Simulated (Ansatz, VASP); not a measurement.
Given: the input of a run of VASP 6.6.1 on AlNi.

File INCAR:

```
  PREC = Accurate
  ENCUT = 520
  EDIFF = 1E-6
  ISMEAR = -1
  SIGMA = 0.05
  LREAL = F
  LASPH = T
  NELM = 150
  ALGO = Normal
  ISIF = 2
  LWAVE = F
  LCHARG = F
  ISPIN = 2
  MAGMOM = 0.8 0
  LORBIT = 11
  NUPDOWN = 0.8
  LMAXMIX = 4
  GGA = PS
  NBANDS = 18
```

File KPOINTS:

```
regular mesh
0
Gamma
  8 8 8
```

POSCAR

```
AlNi
1.0
    2.8810000000      0.0000000000      0.0000000000
    0.0000000000      2.8810000000      0.0000000000
    0.0000000000      0.0000000000      2.8810000000
Ni Al
1 1
Direct
    0.5000000000      0.5000000000      0.5000000000
    0.0000000000      0.0000000000      0.0000000000
```

Potentials or basis: VASP PAW PBE potentials, release 64 (Ni, Al).

Command:

```console
$ cat potpaw_PBE.64/Ni/POTCAR potpaw_PBE.64/Al/POTCAR > POTCAR
$ mpirun -np 1 vasp_std > vasp.out
```

Translate it to Ansatz 0.2.0. Potentials there: Ansatz PAW.

As run (the cutoff follows the program's own potentials):

File input.yaml:

```yaml
crystal:
  lattice:
    - [2.881, 0.0, 0.0]
    - [0.0, 2.881, 0.0]
    - [0.0, 0.0, 2.881]
  atoms:
    - { symbol: Ni, position: [0.5, 0.5, 0.5], spin: 0.8 }
    - { symbol: Al, position: [0.0, 0.0, 0.0] }
hamiltonian:
  xc: pbesol
  pseudopotentials: { kind: paw }
magnetization:
  spin_polarized: true
  initial_magnetization: 0.8
  spin_locking: { lock_magnetization: hard }
kpoints:
  mp_grid: { grid: [8, 8, 8] }
scf:
  occupations: { method: fermi_dirac, width: 0.05 }
  lower_state_search: "off"
output:
  forces: true
  stress: true
  eigenvalues: true
```

Potentials or basis: Ansatz PAW.

Command:

```console
$ ansatz run input.yaml --threads 2 --pin off --max-ram 5632MiB --backend cpu --events-out ev --progress --plain --runs-dir out
```

Both were run:

|  | VASP | Ansatz | Ansatz less VASP |
| --- | --- | --- | --- |
| pressure (GPa) | -0.7 | -0.9 | -0.17 |
| net moment per atom (μB) | 0.40 | 0.40 | 0.000 |
| size of the moment on the site where the two differ most (μB) | 0.05 | 0.08 | +0.025 |

VASP's potentials were made for PBE, not for PBEsol. Site moments also hang on the region over which each program counts them. VASP's potentials hold 13 valence electrons a cell and Ansatz's 21, so a difference there can come from the potentials and not from the codes.
